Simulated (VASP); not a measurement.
Set up this calculation in VASP 6.6.1, as the native input.

```yaml
Task: single point
Functional: LDA
Potentials_or_basis: VASP PAW LDA potentials, release 64 (Br)
Cutoff: 520 eV
k_mesh: 4 × 4 × 4
Occupations: methfessel-paxton, width 0.1 eV
Spin: no spin polarisation
Dipole_correction: no
Further_INCAR_settings: ALGO = Normal; EDIFF = 1e-06; NBANDS = 22
```

The structure of Br lies in POSCAR:

```
Br
1.0
    7.1081860000      0.0000000000      0.0000000000
    0.0000000000      7.1081860000      0.0000000000
    0.0000000000      0.0000000000      4.6756040000
Br
4
Direct
    0.3038480000      0.3038480000      0.0000000000
    0.6961520000      0.6961520000      0.0000000000
    0.1961520000      0.8038480000      0.5000000000
    0.8038480000      0.1961520000      0.5000000000
```

These files were run (other wordings do the same):

INCAR

```
PREC     = Accurate       # precision mode
ENCUT    = 520            # plane-wave cutoff, eV
EDIFF    = 1E-6           # SCF threshold, eV
ISMEAR   = 1              # smearing method
SIGMA    = 0.1            # smearing width, eV
LREAL    = False          # projectors in reciprocal space
LASPH    = True           # aspherical terms in the spheres
NELM     = 100            # most SCF steps
ALGO     = Normal         # electronic algorithm
ISIF     = 2              # what is computed and relaxed
LWAVE    = False          # write WAVECAR
LCHARG   = False          # write CHGCAR
GGA      = CA             # functional
NBANDS   = 22             # bands
```

KPOINTS

```
Automatic mesh
0
Gamma
  4 4 4
```

Potentials or basis: VASP PAW LDA potentials, release 64 (Br).

Command:

```sh
$ cat potpaw_LDA.64/Br/POTCAR > POTCAR
$ mpirun -np 1 vasp_std > vasp.out
```

Results of the run:

```json
{
 "Pressure": "-3.0 GPa",
 "Largest force": "0.218 eV/Å",
 "Band gap on the k mesh": "zero (bands 14 and 15 overlap by 0.25 eV)"
}
```

Wall time 110 s on 1 thread of AMD EPYC 7R13 (shared host), peak memory 0.24 GiB.
